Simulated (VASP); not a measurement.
Input of a VASP 6.6.1 run:

INCAR

```
SYSTEM = ZnO
PREC = Accurate
ENCUT = 520
EDIFF = 1E-6
ISMEAR = 0
SIGMA = 0.01
LREAL = .False.
LASPH = .True.
NELM = 100
ALGO = Normal
ISIF = 2
LWAVE = .False.
LCHARG = .True.
GGA = CA
LELF = .True.
LVHAR = .True.
NBANDS = 26
```

KPOINTS

```
regular mesh
0
Gamma
  9 9 6
  0 0 0
```

File POSCAR:

```
ZnO
1.0
    3.1873357838      0.0000000000      0.0000000000
   -1.5936678919      2.7603137592      0.0000000000
    0.0000000000      0.0000000000      5.1528329312
Zn O
2 2
Direct
    0.3333333333      0.6666666667     -0.0346846707
    0.6666666667      0.3333333333      0.4653153293
    0.3333333333      0.6666666667      0.4166846707
    0.6666666667      0.3333333333      0.9166846707
```

Potentials or basis: VASP PAW LDA potentials, release 64 (Zn, O).

Command:

```bash
$ cat potpaw_LDA.64/Zn/POTCAR potpaw_LDA.64/O/POTCAR > POTCAR
$ mpirun -np 1 vasp_std > vasp.out
```

(1) Predict the pressure.

(2) Estimate the largest force.

## Answers

(1) 7.3 GPa.

(2) 0.638 eV/Å.
